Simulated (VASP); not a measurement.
# K3Zr2S (P-3m1) in VASP: further runs

Runs on K3Zr2S. Level: PBE. Tasks: single point, relaxation of cell and atoms.

All numbers are computed with VASP 6.6.1; they aren't measurements. Logs are shortened: lines on timing, memory, paths and dates and some standing lists are left out, and cuts for length are marked.

## (1) The cell of the first run

The structure is trigonal, space group P-3m1 (No. 164). Conventional cell: a = 5.276 Å, b = 5.276 Å, c = 8.613 Å, α = 90.00°, β = 90.00°, γ = 120.00°. Within 4.2 Å of K (site symmetry 3m) lie 3 S at 3.20 Å and 3 K at 3.63 Å and 4 Zr at 3.91 to 4.09 Å. K (site symmetry -3m) has 6 Zr at 3.10 Å within 4.1 Å. Within 4.1 Å of Zr (site symmetry 3m) lie 7 K at 3.10 to 4.09 Å and 3 Zr at 3.27 Å. Within 4.4 Å of S (site symmetry -3m) lie 8 K at 3.20 to 4.31 Å.

The cell was generated, and may not be a known phase.

## (2) Single point, PBE

INCAR reads:

```
SYSTEM = K3Zr2S
PREC = Accurate
ENCUT = 520
EDIFF = 1E-6
ISMEAR = 0
SIGMA = 0.1
LREAL = .FALSE.
LASPH = .TRUE.
NELM = 80
ALGO = Normal
ISIF = 2
LWAVE = .FALSE.
LCHARG = .FALSE.
GGA = PE
NBANDS = 38
```

KPOINTS reads:

```
regular mesh
0
G
  6 6 2
  0 0 0
```

POSCAR reads:

```
K3Zr2S
1.0
    5.2758537607      0.0000000000      0.0000000000
   -2.6379268803      4.5690233834      0.0000000000
    0.0000000000      0.0000000000      8.6127821193
K Zr S
3 2 1
Direct
    0.3333333333      0.6666666667      0.1148030910
    0.6666666667      0.3333333333      0.8851969090
    0.0000000000      0.0000000000      0.5000000000
    0.3333333333      0.6666666667      0.5682907657
    0.6666666667      0.3333333333      0.4317092343
    0.0000000000      0.0000000000      0.0000000000
```

Potentials or basis: VASP PAW PBE potentials, release 64 (K_sv, Zr_sv, S).

Run with:

```
$ cat potpaw_PBE.64/K_sv/POTCAR potpaw_PBE.64/Zr_sv/POTCAR potpaw_PBE.64/S/POTCAR > POTCAR
$ mpirun -np 1 vasp_std > vasp.out
```

OUTCAR:

```text
SYSTEM = K3Zr2S
   PREC = Accurate
   ENCUT = 520
   EDIFF = 1E-6
   ISMEAR = 0
   LREAL = .FALSE.
   LASPH = .TRUE.
   NELM = 80
   ISIF = 2
   GGA = PE

 ion  position               nearest neighbor table
   1  0.333  0.667  0.115-   6 3.20   6 3.20   6 3.20   2 3.63   2 3.63   2 3.63
   2  0.667  0.333  0.885-   6 3.20   6 3.20   6 3.20   1 3.63   1 3.63   1 3.63
   3  0.000  0.000  0.500-   4 3.10   5 3.10   4 3.10   5 3.10   5 3.10   4 3.10
   4  0.333  0.667  0.568-   3 3.10   3 3.10   3 3.10   5 3.27   5 3.27   5 3.27
   5  0.667  0.333  0.432-   3 3.10   3 3.10   3 3.10   4 3.27   4 3.27   4 3.27
   6  0.000  0.000  0.000-   1 3.20   2 3.20   1 3.20   2 3.20   2 3.20   1 3.20

  LATTYP: Found a hexagonal cell.
 ALAT       =     5.2758537607
 C/A-ratio  =     1.6324906849

  Lattice vectors:

 A1 = (   5.2758537607,   0.0000000000,   0.0000000000)
 A2 = (  -2.6379268803,   4.5690233834,   0.0000000000)
 A3 = (   0.0000000000,   0.0000000000,   8.6127821193)

Analysis of symmetry for initial positions (statically):
=====================================================================
 Subroutine PRICEL returns:
 Original cell was already a primitive cell.

 Routine SETGRP: Setting up the symmetry group for a
 hexagonal supercell.

 Subroutine GETGRP returns: Found 12 space group operations
 (whereof 12 operations were pure point group operations)
 out of a pool of 24 trial point group operations.

The static configuration has the point symmetry D_3d.

Analysis of symmetry for dynamics (positions and initial velocities):
=====================================================================
 Subroutine PRICEL returns:
 Original cell was already a primitive cell.

 Routine SETGRP: Setting up the symmetry group for a
 hexagonal supercell.

 Subroutine GETGRP returns: Found 12 space group operations
 (whereof 12 operations were pure point group operations)
 out of a pool of 24 trial point group operations.

The dynamic configuration has the point symmetry D_3d.

 Subroutine INISYM returns: Found 12 space group operations
 (whereof 12 operations are pure point group operations),
 and found     1 'primitive' translations

----------------------------------------------------------------------------------------

                                     Primitive cell

  volume of cell :     207.6154

  direct lattice vectors                    reciprocal lattice vectors
     5.275853761  0.000000000  0.000000000     0.189542782  0.109432576  0.000000000
    -2.637926880  4.569023383  0.000000000     0.000000000  0.218865153  0.000000000
     0.000000000  0.000000000  8.612782119     0.000000000  0.000000000  0.116106501

  length of vectors
     5.275853761  5.275853761  8.612782119     0.218865153  0.218865153  0.116106501

  position of ions in fractional coordinates (direct lattice)
     0.333333333  0.666666667  0.114803091
     0.666666667  0.333333333  0.885196909
     0.000000000  0.000000000  0.500000000
     0.333333333  0.666666667  0.568290766
     0.666666667  0.333333333  0.431709234
     0.000000000  0.000000000  0.000000000

  ion indices of the primitive-cell ions
   primitive index   ion index
                 1           1
                 2           2
                 3           3
                 4           4
                 5           5
                 6           6

----------------------------------------------------------------------------------------

 KPOINTS: regular mesh

Automatic generation of k-mesh.
 Grid dimensions read from file:
 generate k-points for:    6    6    2

 Generating k-lattice:

  Cartesian coordinates                     Fractional coordinates (reciprocal lattice)
     0.031590464  0.018238763  0.000000000     0.166666667  0.000000000  0.000000000
     0.000000000  0.036477525  0.000000000     0.000000000  0.166666667  0.000000000
     0.000000000  0.000000000  0.058053251     0.000000000  0.000000000  0.500000000

  Length of vectors
     0.036477525  0.036477525  0.058053251

  Shift w.r.t. Gamma in fractional coordinates (k-lattice)
     0.000000000  0.000000000  0.000000000

 Subroutine IBZKPT returns following result:
 ===========================================

 Found     14 irreducible k-points:

 Following reciprocal coordinates:
            Coordinates               Weight
  0.000000  0.000000  0.000000      1.000000
  0.166667  0.000000  0.000000      6.000000
  0.333333  0.000000  0.000000      6.000000
  0.500000  0.000000  0.000000      3.000000
  0.166667  0.166667  0.000000      6.000000
  0.333333  0.166667  0.000000     12.000000
  0.333333  0.333333  0.000000      2.000000
  0.000000  0.000000  0.500000      1.000000
  0.166667  0.000000  0.500000      6.000000
  0.333333  0.000000  0.500000      6.000000
  0.500000  0.000000  0.500000      3.000000
  0.166667  0.166667  0.500000      6.000000
  0.333333  0.166667  0.500000     12.000000
  0.333333  0.333333  0.500000      2.000000
   k-points           NKPTS =     14   k-points in BZ     NKDIM =     14   number of bands    NBANDS=     38
   number of dos      NEDOS =    301   number of ions     NIONS =      6
   total plane-waves  NPLWV = 102400
   dimension x,y,z NGX =    40 NGY =   40 NGZ =   64
   dimension x,y,z NGXF=    80 NGYF=   80 NGZF=  128
   ions per type =               3   2   1
   NGX,Y,Z   is equivalent  to a cutoff of  12.60, 12.60, 12.35 a.u.
   NGXF,Y,Z  is equivalent  to a cutoff of  25.21, 25.21, 24.71 a.u.
 SYSTEM =  K3Zr2S
   PREC   = accura    normal or accurate (medium, high low for compatibility)
   ISTART =      0    job   : 0-new  1-cont  2-samecut
   ICHARG =      2    charge: 1-file 2-atom 10-const
   ISPIN  =      1    spin polarized calculation?
   LNONCOLLINEAR =      F non collinear calculations
   LSORBIT =      F    spin-orbit coupling
   LASPH  =      T    aspherical Exc in radial PAW
   ENCUT  =  520.0 eV  38.22 Ry    6.18 a.u.   9.81  9.81 16.01*2*pi/ulx,y,z
   NELM   =     80;   NELMIN=  2; NELMDL= -5     # of ELM steps
   EDIFF  = 0.1E-05   stopping-criterion for ELM
   LREAL  =      F    real-space projection
   EDIFFG = 0.1E-04   stopping-criterion for IOM
   NSW    =      0    number of steps for IOM
   IBRION =     -1    ionic relax: 0-MD 1-quasi-New 2-CG
   NFREE  =      0    steps in history (QN), initial steepest desc. (CG)
   ISIF   =      2    stress and relaxation
   ISYM   =      2    0-nonsym 1-usesym 2-fastsym
   POTIM  = 0.5000    time-step for ionic-motion
   TEBEG  =    0.0;   TEEND  =   0.0 temperature during run
   PSTRESS=    0.0 pullay stress
   NELECT =      57.0000    total number of electrons
   NUPDOWN=      -1.0000    fix difference up-down
   EMIN   =  10.00;   EMAX   =-10.00  energy-range for DOS
   EFERMI =   0.00;   METHOD = LEGACY
   ISMEAR =     0;   SIGMA  =   0.10  broadening in eV -4-tet -1-fermi 0-gaus
   EFERMI_NEDOS =   21; number of points for ismear=-14 and -15
   IALGO  =     38    algorithm
   IMIX   =      4    mixing-type and parameters
     AMIX     =   0.40;   BMIX     =  1.00
     AMIX_MAG =   1.60;   BMIX_MAG =  1.00
  volume/ion in A,a.u.               =      34.60       233.51
  Fermi-wavevector in a.u.,A,eV,Ry     =   1.064012  2.010691 15.403453  1.132122
  Thomas-Fermi vector in A             =   2.199516
   LORBIT       =      0    0 simple, 1 ext, 2 COOP (PROOUT), +10 PAW based schemes
   GGA     = PE    functional components
   LHFCALC =     F    Hartree Fock is set to
   AEXX    =    0.0000 exact exchange contribution
   IVDW    =     0    specifies the selected vdW correction
   LEPSILON=     F    determine dielectric tensor
   LRPA    =     F    only Hartree local field effects (RPA)
 non-spin polarized calculation
 Gauss-broadening in eV      SIGMA  =   0.10
  energy-cutoff  :      520.00
  volume of cell :      207.62
 maximum number of plane-waves:      5608
 NGX is ok and might be reduce to    40
   NGX = 19   NGY = 19   NGZ = 33

 number of electron      57.0000000 magnetization

 Free energy of the ion-electron system (eV)
  ---------------------------------------------------
  ext. energy  EPLUGINS =         0.00000000
  ---------------------------------------------------
  free energy    TOTEN  =       -20.01343611 eV

  energy without entropy =      -19.96123059  energy(sigma->0) =      -19.98733335

 E-fermi :   2.2512     XC(G=0):  -8.0644

 val. band max:        2.2486778134   @ k =   0.3333   0.0000   0.0000
 cond. band min:       2.2573614341   @ k =   0.3333   0.1667   0.5000
 fundamental gap:      0.0086836207
 Fermi energy:         2.2512144937

 k-point     1 :       0.0000    0.0000    0.0000
  band No.  band energies     occupation
      1     -47.0133      2.00000
      2     -46.9594      2.00000
      3     -28.5232      2.00000
      4     -27.9343      2.00000
      5     -27.8828      2.00000
      6     -25.1205      2.00000
[... 30 lines left out ...]
     37       5.5920      0.00000
     38       5.6306      0.00000

 k-point     2 :       0.1667    0.0000    0.0000
  band No.  band energies     occupation
      1     -47.0101      2.00000
      2     -46.9626      2.00000
      3     -28.5263      2.00000
      4     -27.9311      2.00000
      5     -27.8857      2.00000
      6     -25.1278      2.00000
[... 30 lines left out ...]
     37       5.4240      0.00000
     38       5.6209      0.00000

 k-point     3 :       0.3333    0.0000    0.0000
  band No.  band energies     occupation
      1     -47.0019      2.00000
      2     -46.9708      2.00000
      3     -28.5326      2.00000
      4     -27.9229      2.00000
      5     -27.8932      2.00000
      6     -25.1452      2.00000
[... 30 lines left out ...]
     37       5.2707      0.00000
[... 371 lines left out ...]
 k-point    13 :       0.3333    0.1667    0.5000
  band No.  band energies     occupation
      1     -46.9953      2.00000
      2     -46.9774      2.00000
      3     -28.5359      2.00000
      4     -27.9165      2.00000
      5     -27.8993      2.00000
      6     -25.1504      2.00000
[... 30 lines left out ...]
     37       4.9442      0.00000
     38       5.0408      0.00000

 k-point    14 :       0.3333    0.3333    0.5000
  band No.  band energies     occupation
      1     -46.9863      2.00000
      2     -46.9863      2.00000
      3     -28.5376      2.00000
      4     -27.9078      2.00000
      5     -27.9078      2.00000
      6     -25.1488      2.00000
[... 30 lines left out ...]
     37       4.8057      0.00000
     38       4.9292      0.00000

------------------------ aborting loop because EDIFF is reached ----------------------------------------

  FORCE on cell =-STRESS in cart. coord.  units (eV):
  Direction    XX          YY          ZZ          XY          YZ          ZX
  --------------------------------------------------------------------------------------
  -------------------------------------------------------------------------------------
  Total        0.5067722      0.5067722      0.1124969      0.0000000      0.0000000     -0.0000000
  in kB        3.9107835      3.9107835      0.8681433      0.0000000      0.0000000     -0.0000000
  external PRESSURE =       2.8965701 kB  Pullay stress =       0.0000000 kB

 VOLUME and BASIS-vectors are now :
 -----------------------------------------------------------------------------
  energy-cutoff  :      520.00
  volume of cell :      207.62
      direct lattice vectors                 reciprocal lattice vectors
     5.275853761  0.000000000  0.000000000     0.189542782  0.109432576  0.000000000
    -2.637926880  4.569023383  0.000000000     0.000000000  0.218865153  0.000000000
     0.000000000  0.000000000  8.612782119     0.000000000  0.000000000  0.116106501

 POSITION                                       TOTAL-FORCE (eV/Angst)
 -----------------------------------------------------------------------------------
     -0.00000      3.04602      0.98877         0.000000      0.000000     -0.006328
      2.63793      1.52301      7.62401        -0.000000     -0.000000      0.006328
      0.00000      0.00000      4.30639         0.000000      0.000000      0.000000
     -0.00000      3.04602      4.89456        -0.000000      0.000000      0.019377
      2.63793      1.52301      3.71822         0.000000     -0.000000     -0.019377
      0.00000      0.00000      0.00000         0.000000      0.000000      0.000000
 -----------------------------------------------------------------------------------
    total drift:                               -0.000000      0.000000      0.000000

  FREE ENERGIE OF THE ION-ELECTRON SYSTEM (eV)
  ---------------------------------------------------
  free  energy   TOTEN  =       -20.0134361134 eV

  energy  without entropy=      -19.9612305941  energy(sigma->0) =      -19.98733335
```

It took 1.8 min on 1 thread of Intel Xeon Platinum 8124M at 3.00GHz (Skylake/Cascade Lake), shared host; peak memory 0.36 GiB.

Results:

| Property | Result |
| --- | --- |
| Free energy | -20.0134 eV |
| Pressure | 0.3 GPa |
| Largest force | 0.019 eV/Å |
| Band gap on the k mesh | zero (an odd number of electrons rules out a gap without spin polarisation) |

Forces on the atoms (eV/Å):
```
K    0.000  0.000 -0.006
K    0.000  0.000  0.006
K    0.000  0.000  0.000
Zr   0.000  0.000  0.019
Zr   0.000  0.000 -0.019
S    0.000  0.000  0.000
```

Stress tensor (GPa, compression positive):
```
0.39 0.00 0.00
0.00 0.39 0.00
0.00 0.00 0.09
```

Levels at points of the mesh, in eV from the Fermi level:
```csv
k point,band 26,band 27,band 28,band 29,band 30,band 31
"(0.00, 0.00, 0.00)",-0.45,-0.45,0.03,0.03,0.05,0.36
"(0.50, 0.00, 0.00)",-0.95,-0.68,-0.07,-0.06,0.05,0.08
"(0.00, 0.00, 0.50)",-0.42,-0.42,-0.34,0.03,0.03,0.55
"(0.50, 0.00, 0.50)",-0.97,-0.57,-0.20,-0.07,0.12,0.32
```

Caveat: the k points lie up to 0.36 Å⁻¹ apart, too coarse for converged energies and pressures of a metal.

(Part 1 of 4 ends here.)

The gap in the log of VASP goes by the Fermi energy; the results here count the filled bands.